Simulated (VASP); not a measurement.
# HoSiI4 (P4/mmm) in VASP: further runs

HoSiI4 is run at these levels: PBE; tasks: single point.

Program: VASP 6.6.1. These are calculated values, not measurements. Logs are shortened: lines on timing, memory, paths and dates and some standing lists are left out, and cuts for length are marked.

## 1. The cell of the first run

The structure is tetragonal, space group P4/mmm (No. 123). The conventional cell has a = 5.309 Å, b = 5.309 Å, c = 7.552 Å, α = 90.00°, β = 90.00°, γ = 90.00°. Within 4.3 Å of Ho (site symmetry 4/mmm) lie 8 I at 3.24 Å. Within 4.3 Å of Si (site symmetry 4/mmm) lie 8 I at 3.28 Å. I (site symmetry 2mm) has 2 Ho at 3.24 Å and 2 Si at 3.28 Å and 6 I at 3.70 to 3.85 Å within 4.3 Å.

The cell was built from a structure type or drawn by symmetry, and may not be a known phase.

## 2. Single point, PBE

Contents of INCAR:

```
SYSTEM = HoSiI4
PREC = Accurate
ENCUT = 500
EDIFF = 1E-6
ISMEAR = 0
SIGMA = 0.2
LREAL = .False.
LASPH = .True.
NELM = 200
ALGO = Normal
ISIF = 2
LWAVE = .False.
LCHARG = .True.
GGA = PE
LELF = .True.
LVHAR = .True.
NBANDS = 30
GGA_COMPAT = .False.
LMAXMIX = 6
```

Contents of KPOINTS:

```
regular mesh
0
Gamma
  3 3 3
  0 0 0
```

Contents of POSCAR:

```
HoSiI4
1.0
    5.3094992052      0.0000000000      0.0000000000
    0.0000000000      5.3094992052      0.0000000000
    0.0000000000      0.0000000000      7.5518244806
Ho Si I
1 1 4
Direct
    0.5000000000      0.5000000000      0.5000000000
    0.0000000000      0.0000000000      0.0000000000
    0.5000000000      0.0000000000      0.7450401292
    0.0000000000      0.5000000000      0.2549598708
    0.5000000000      0.0000000000      0.2549598708
    0.0000000000      0.5000000000      0.7450401292
```

Potentials or basis: VASP PAW PBE potentials, release 64 (Ho_3, Si, I), 4f in core.

Run with:

```sh
> cat potpaw_PBE.64/Ho_3/POTCAR potpaw_PBE.64/Si/POTCAR potpaw_PBE.64/I/POTCAR > POTCAR
> mpirun -np 1 vasp_std > vasp.out
```

OUTCAR:

```text
SYSTEM = HoSiI4
   PREC = Accurate
   ENCUT = 500
   EDIFF = 1E-6
   ISMEAR = 0
   LREAL = .False.
   LASPH = .True.
   NELM = 200
   ISIF = 2
   GGA = PE

 ion  position               nearest neighbor table
   1  0.500  0.500  0.500-   3 3.24   4 3.24   5 3.24   6 3.24   3 3.24   5 3.24   4 3.24   6 3.24

   2  0.000  0.000  0.000-   3 3.28   4 3.28   5 3.28   6 3.28   4 3.28   6 3.28   3 3.28   5 3.28

   3  0.500  0.000  0.745-   1 3.24   1 3.24   2 3.28   2 3.28
   4  0.000  0.500  0.255-   1 3.24   1 3.24   2 3.28   2 3.28
   5  0.500  0.000  0.255-   1 3.24   1 3.24   2 3.28   2 3.28
   6  0.000  0.500  0.745-   1 3.24   1 3.24   2 3.28   2 3.28

  LATTYP: Found a simple tetragonal cell.
 ALAT       =     5.3094992052
 C/A-ratio  =     1.4223233094

  Lattice vectors:

 A1 = (   5.3094992052,   0.0000000000,   0.0000000000)
 A2 = (   0.0000000000,   5.3094992052,   0.0000000000)
 A3 = (   0.0000000000,   0.0000000000,   7.5518244806)

Analysis of symmetry for initial positions (statically):
=====================================================================
 Subroutine PRICEL returns:
 Original cell was already a primitive cell.

 Routine SETGRP: Setting up the symmetry group for a
 simple tetragonal supercell.

 Subroutine GETGRP returns: Found 16 space group operations
 (whereof 16 operations were pure point group operations)
 out of a pool of 16 trial point group operations.

The static configuration has the point symmetry D_4h.

Analysis of symmetry for dynamics (positions and initial velocities):
=====================================================================
 Subroutine PRICEL returns:
 Original cell was already a primitive cell.

 Routine SETGRP: Setting up the symmetry group for a
 simple tetragonal supercell.

 Subroutine GETGRP returns: Found 16 space group operations
 (whereof 16 operations were pure point group operations)
 out of a pool of 16 trial point group operations.

The dynamic configuration has the point symmetry D_4h.

 Subroutine INISYM returns: Found 16 space group operations
 (whereof 16 operations are pure point group operations),
 and found     1 'primitive' translations

----------------------------------------------------------------------------------------

                                     Primitive cell

  volume of cell :     212.8918
[... 78 lines left out ...]
   EDIFF  = 0.1E-05   stopping-criterion for ELM
   LREAL  =      F    real-space projection
   EDIFFG = 0.1E-04   stopping-criterion for IOM
   NSW    =      0    number of steps for IOM
   IBRION =     -1    ionic relax: 0-MD 1-quasi-New 2-CG
   NFREE  =      0    steps in history (QN), initial steepest desc. (CG)
   ISIF   =      2    stress and relaxation
   ISYM   =      2    0-nonsym 1-usesym 2-fastsym
   POTIM  = 0.5000    time-step for ionic-motion
   TEBEG  =    0.0;   TEEND  =   0.0 temperature during run
   PSTRESS=    0.0 pullay stress
   NELECT =      41.0000    total number of electrons
   NUPDOWN=      -1.0000    fix difference up-down
   EMIN   =  10.00;   EMAX   =-10.00  energy-range for DOS
   EFERMI =   0.00;   METHOD = LEGACY
   ISMEAR =     0;   SIGMA  =   0.20  broadening in eV -4-tet -1-fermi 0-gaus
   EFERMI_NEDOS =   21; number of points for ismear=-14 and -15
   IALGO  =     38    algorithm
   IMIX   =      4    mixing-type and parameters
     AMIX     =   0.40;   BMIX     =  1.00
     AMIX_MAG =   1.60;   BMIX_MAG =  1.00
  volume/ion in A,a.u.               =      35.48       239.44
  Fermi-wavevector in a.u.,A,eV,Ry     =   0.945402  1.786550 12.160679  0.893785
  Thomas-Fermi vector in A             =   2.073300
   LORBIT       =      0    0 simple, 1 ext, 2 COOP (PROOUT), +10 PAW based schemes
   GGA     = PE    functional components
   LHFCALC =     F    Hartree Fock is set to
   AEXX    =    0.0000 exact exchange contribution
   IVDW    =     0    specifies the selected vdW correction
   LEPSILON=     F    determine dielectric tensor
   LRPA    =     F    only Hartree local field effects (RPA)
 non-spin polarized calculation
 Gauss-broadening in eV      SIGMA  =   0.20
  energy-cutoff  :      500.00
  volume of cell :      212.89
 maximum number of plane-waves:      5447
 NGX is ok and might be reduce to    40
   NGX = 19   NGY = 19   NGZ = 27

 number of electron      41.0000001 magnetization

 Free energy of the ion-electron system (eV)
  ---------------------------------------------------
  ext. energy  EPLUGINS =         0.00000000
  ---------------------------------------------------
  free energy    TOTEN  =       -18.54529923 eV

  energy without entropy =      -18.46706791  energy(sigma->0) =      -18.50618357

 E-fermi :   5.1936     XC(G=0):  -8.5899

 val. band max:        5.1154794454   @ k =   0.3333   0.3333   0.0000
 cond. band min:       5.2064546963   @ k =   0.0000   0.0000   0.0000
 fundamental gap:      0.0909752509
 Fermi energy:         5.1936382863

 k-point     1 :       0.0000    0.0000    0.0000
  band No.  band energies     occupation
      1     -20.9334      2.00000
      2     -20.8726      2.00000
      3     -20.8726      2.00000
      4      -9.4152      2.00000
      5      -8.7663      2.00000
      6      -8.3288      2.00000
[... 187 lines left out ...]
     29       7.7977      0.00000
     30       9.2781      0.00000

------------------------ aborting loop because EDIFF is reached ----------------------------------------

  FORCE on cell =-STRESS in cart. coord.  units (eV):
  Direction    XX          YY          ZZ          XY          YZ          ZX
  --------------------------------------------------------------------------------------
  -------------------------------------------------------------------------------------
  Total       -0.2065012     -0.2065012      0.1494070      0.0000000      0.0000000     -0.0000000
  in kB       -1.5540827     -1.5540827      1.1244045      0.0000000      0.0000000     -0.0000000
  external PRESSURE =      -0.6612537 kB  Pullay stress =       0.0000000 kB

 VOLUME and BASIS-vectors are now :
 -----------------------------------------------------------------------------
  energy-cutoff  :      500.00
  volume of cell :      212.89
      direct lattice vectors                 reciprocal lattice vectors
     5.309499205  0.000000000  0.000000000     0.188341680  0.000000000  0.000000000
     0.000000000  5.309499205  0.000000000     0.000000000  0.188341680  0.000000000
     0.000000000  0.000000000  7.551824481     0.000000000  0.000000000  0.132418332

 POSITION                                       TOTAL-FORCE (eV/Angst)
 -----------------------------------------------------------------------------------
      2.65475      2.65475      3.77591        -0.000000     -0.000000      0.000000
      0.00000      0.00000      0.00000        -0.000000     -0.000000      0.000000
      2.65475      0.00000      5.62641        -0.000000      0.000000      0.022934
      0.00000      2.65475      1.92541        -0.000000     -0.000000     -0.022934
      2.65475      0.00000      1.92541        -0.000000      0.000000     -0.022934
      0.00000      2.65475      5.62641         0.000000     -0.000000      0.022934
 -----------------------------------------------------------------------------------
    total drift:                                0.000000      0.000000     -0.000000

  FREE ENERGIE OF THE ION-ELECTRON SYSTEM (eV)
  ---------------------------------------------------
  free  energy   TOTEN  =       -18.5452992281 eV

  energy  without entropy=      -18.4670679065  energy(sigma->0) =      -18.50618357
```

stdout:

```text
POSCAR found type information on POSCAR HoSiI
 POSCAR found :  3 types and       6 ions
 scaLAPACK will be used
 LDA part: xc-table for (Slater+PW92), standard interpolation
 POSCAR, INCAR and KPOINTS ok, starting setup
 FFT: planning ... GRIDC
 FFT: planning ... GRID_SOFT
 FFT: planning ... GRID
 WAVECAR not read
 entering main loop
```

Run time: 28 s. Hardware: 1 thread of Intel Xeon 6975P-C (Granite Rapids), shared host; peak memory 0.29 GiB.

What came out:

```yaml
Free_energy: -18.5453 eV
Pressure: -0.1 GPa
Largest_force: 0.023 eV/Å
Band_gap_on_the_k_mesh: zero (an odd number of electrons rules out a gap without spin polarisation)
```

Forces on the atoms (eV/Å):
```
Ho   0.000  0.000  0.000
Si   0.000  0.000  0.000
I    0.000  0.000  0.023
I    0.000  0.000 -0.023
I    0.000  0.000 -0.023
I    0.000  0.000  0.023
```

Levels at points of the mesh, in eV from the Fermi level:
```csv
k point,band 18,band 19,band 20,band 21,band 22,band 23,band 24,band 25
"(0.00, 0.00, 0.00)",-2.35,-2.35,-1.68,-0.13,0.01,0.21,0.21,0.55
```

Caveat: the k points lie up to 0.39 Å⁻¹ apart, too coarse for converged energies and pressures of a metal; spin-orbit coupling is left out, which moves the levels of the heavy elements; the 4f electrons are frozen in the core, so they carry no moment and show no levels; an odd number of electrons without spin polarisation forces a metal; a magnetic or distorted state may lie lower; the run has no spin polarisation, though such a crystal can be magnetic. Spin polarisation is off, so any magnetic state and its effect on volume and gap are missing.

## 3. Single point, PBE

This run uses another cell than the first one, of 41.15 Å³/atom.

Contents of INCAR:

```
ALGO     = Normal         # electronic algorithm
EDIFF    = 1E-6           # SCF threshold, eV
ENCUT    = 500            # plane-wave cutoff, eV
GGA      = PE             # functional
GGA_COMPAT= F            
ISIF     = 2              # what is computed and relaxed
ISMEAR   = 0              # smearing method
LASPH    = T              # aspherical terms in the spheres
LCHARG   = T              # write CHGCAR
LELF     = T              # ELF
LMAXMIX  = 6              # l up to which the mixer works
LREAL    = F              # projectors in reciprocal space
LVHAR    = T            
LWAVE    = F              # write WAVECAR
NBANDS   = 30             # bands
NELM     = 200            # most SCF steps
PREC     = Accurate       # precision mode
SIGMA    = 0.2            # smearing width, eV
```

Contents of KPOINTS:

```
k-points
0
Gamma
  3 3 2
```

Contents of POSCAR:

```
HoSiI4
1.0
    5.3267347836      0.0000000000      0.0000000000
    0.0000000000      5.3267347836      0.0000000000
    0.0000000000      0.0000000000      8.7011387539
Ho Si I
1 1 4
Direct
    0.5000000000      0.5000000000      0.0000000000
    0.0000000000      0.0000000000      0.0000000000
    0.0000000000      0.5000000000      0.2109132310
    0.5000000000      0.0000000000      0.2109132310
    0.0000000000      0.5000000000      0.7890867690
    0.5000000000      0.0000000000      0.7890867690
```

Potentials or basis: VASP PAW PBE potentials, release 64 (Ho_3, Si, I), 4f in core.

Run with:

```sh
> cat potpaw_PBE.64/Ho_3/POTCAR potpaw_PBE.64/Si/POTCAR potpaw_PBE.64/I/POTCAR > POTCAR
> mpirun -np 1 vasp_std > vasp.out
```

Run time: 34 s. Hardware: 1 thread of Intel Xeon 6975P-C (Granite Rapids), shared host; peak memory 0.32 GiB.

It converged, with:

| Item | Value |
| --- | --- |
| Free energy | -18.6909 eV |
| Pressure | 0.2 GPa |
| Largest force | 0.026 eV/Å |
| Band gap on the k mesh | zero (an odd number of electrons rules out a gap without spin polarisation) |

Forces on the atoms (eV/Å):
```
Ho   0.000  0.000  0.000
Si   0.000  0.000  0.000
I    0.000  0.000  0.026
I    0.000  0.000  0.026
I    0.000  0.000 -0.026
I    0.000  0.000 -0.026
```

Stress tensor (GPa, compression positive):
```
0.24 0.00 0.00
0.00 0.24 0.00
0.00 0.00 0.13
```

Levels at points of the mesh, in eV from the Fermi level:
```
           k point  band 19  band 20  band 21  band 22  band 23  band 24
(0.00, 0.00, 0.00)    -2.19    -1.86    -0.16     0.17     0.33     0.69
(0.00, 0.00, 0.50)    -2.20    -2.08    -0.25     0.17     0.35     0.76
```

Caveat: the k points lie up to 0.39 Å⁻¹ apart, too coarse for converged energies and pressures of a metal; spin-orbit coupling is left out, which moves the levels of the heavy elements; this functional lacks dispersion, which binds the layers, so the pressure and a relaxed spacing across them are unreliable; the 4f electrons are frozen in the core, so they carry no moment and show no levels; an odd number of electrons without spin polarisation forces a metal; a magnetic or distorted state may lie lower; the run has no spin polarisation, though such a crystal can be magnetic.
